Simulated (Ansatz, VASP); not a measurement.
**PbS in VASP and in Ansatz**

```xyz
2
Lattice="0.0000 2.9650 2.9057 2.9650 0.0000 2.9057 2.9650 2.9650 0.0000" Properties=species:S:1:pos:R:3 pbc="T T T"
Pb    0.0000    0.0000    0.0000
S     2.9650    2.9650    2.9057
```

Change from the starting cell: zz strain of -2 %, crystal datasets.

Alike in both runs: task electric field gradients; functional LDA; k mesh 8 × 8 × 8; occupations fermi-dirac, width 0.01 eV; no spin polarisation.

|  | VASP | Ansatz |
| --- | --- | --- |
| version | VASP 6.6.1 | Ansatz 0.2.0 |
| potentials or method | VASP PAW LDA potentials, release 64 (Pb_d, S), cutoff 520 eV | all-electron PAW with datasets made for the crystal, scalar-relativistic |

```tsv
	VASP	Ansatz	Ansatz less VASP
pressure (GPa)	-1.3	-1.3	-0.05
traceless stress, the component that is largest in VASP (GPa)	1.86	1.85	-0.015
size of Vzz on the site where it differs most (V/Å²)	62.4	67.6	+5.25
```

LDA's correlation is that of Perdew and Zunger in VASP and of Perdew and Wang (1992) in Ansatz. Ansatz ran all-electron here, and VASP with PAW potentials.

Spin-orbit coupling is off throughout.
